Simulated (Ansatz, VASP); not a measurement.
AlGa3As4: VASP beside Ansatz

```
Al Ga As
1.0
     3.71014    0.00000    0.00000
    -1.85507    3.21307    0.00000
     0.00000    0.00000   12.17303
Al Ga As
1 3 4
Direct
  0.00000 0.00000 0.99818
  0.66667 0.33333 0.25949
  0.66667 0.33333 0.73771
  0.00000 0.00000 0.49846
  0.66667 0.33333 0.08010
  0.66667 0.33333 0.55597
  0.00000 0.00000 0.31678
  0.00000 0.00000 0.79511
```

Alike in both runs: task relaxation of cell and atoms; functional r2SCAN; k mesh 6 × 6 × 2; occupations gaussian, width 0.1 eV; no spin polarisation.

|  | VASP | Ansatz |
| --- | --- | --- |
| version | VASP 6.6.1 | Ansatz 0.2.0 |
| potentials or method | VASP PAW PBE potentials, release 64 (Al, Ga_d, As), cutoff 600 eV | scalar-relativistic, plane waves, PAW |
| valence electrons in the cell | 62 | 102 |

Ansatz gave:

| Item | Value |
| --- | --- |
| gap on the k mesh at the Fermi level, each at its own relaxed structure (eV) | 1.09 |
| relaxed volume (Å³/atom) | 22.79 |
| relaxed length of the cell vector where the two differ most in proportion (Å) | 13.147 |

What did VASP give for the same quantities?

gap on the k mesh at the Fermi level, each at its own relaxed structure (eV): 1.07; relaxed volume (Å³/atom): 22.81; relaxed length of the cell vector where the two differ most in proportion (Å): 13.169.

VASP's potentials were made for PBE, not for r2SCAN. VASP's potentials hold 62 valence electrons a cell and Ansatz's 102, so a difference there can come from the potentials and not from the codes.

Noted on VASP's run: the volume moved by over 15 % at a fixed basis, so the end points are rough.
